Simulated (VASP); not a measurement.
A run of VASP 6.6.1:

Contents of INCAR:

```
PREC = Accurate ; ENCUT = 600
EDIFF = 1E-6 ; ISMEAR = -1
SIGMA = 0.05 ; LREAL = F
LASPH = T ; NELM = 150
ALGO = Normal ; ISIF = 3
LWAVE = F ; LCHARG = F
LMAXMIX = 4 ; LDAU = T
LDAUTYPE = 2 ; LDAUL = 2 -1
LDAUU = 5.3 0 ; LDAUJ = 0 0
LDAUPRINT = 1 ; GGA = PE
IBRION = 2 ; NSW = 60
EDIFFG = -0.01
```

File KPOINTS:

```
Automatic mesh
0
Gamma
  10 10 3
```

POSCAR

```
WS2
1.0
    3.1800000000      0.0000000000      0.0000000000
   -1.5900000000      2.7539607840      0.0000000000
    0.0000000000      0.0000000000     12.5000000000
W S
2 4
Direct
    0.6666666667      0.3333333333      0.7500000000
    0.3333333333      0.6666666667      0.2500000000
    0.6666666667      0.3333333333      0.3750000000
    0.3333333333      0.6666666667      0.8750000000
    0.6666666667      0.3333333333      0.1250000000
    0.3333333333      0.6666666667      0.6250000000
```

Potentials or basis: VASP PAW PBE potentials, release 64 (W_sv, S).

Run with:

```bash
$ cat potpaw_PBE.64/W_sv/POTCAR potpaw_PBE.64/S/POTCAR > POTCAR
$ mpirun -np 1 vasp_std > vasp.out
```

Hardware: 1 thread of Intel(R) Xeon(R) Platinum 8259CL CPU @ 2.50GHz (Skylake/Cascade Lake) (shared host).

**Question.** How long does it take, and how much memory?

**Answer.** It took 47 min on 1 thread of Intel(R) Xeon(R) Platinum 8259CL CPU @ 2.50GHz (Skylake/Cascade Lake) (shared host), peak memory 0.34 GiB. Counts: scf iterations 308, k points 28, ion steps 40.
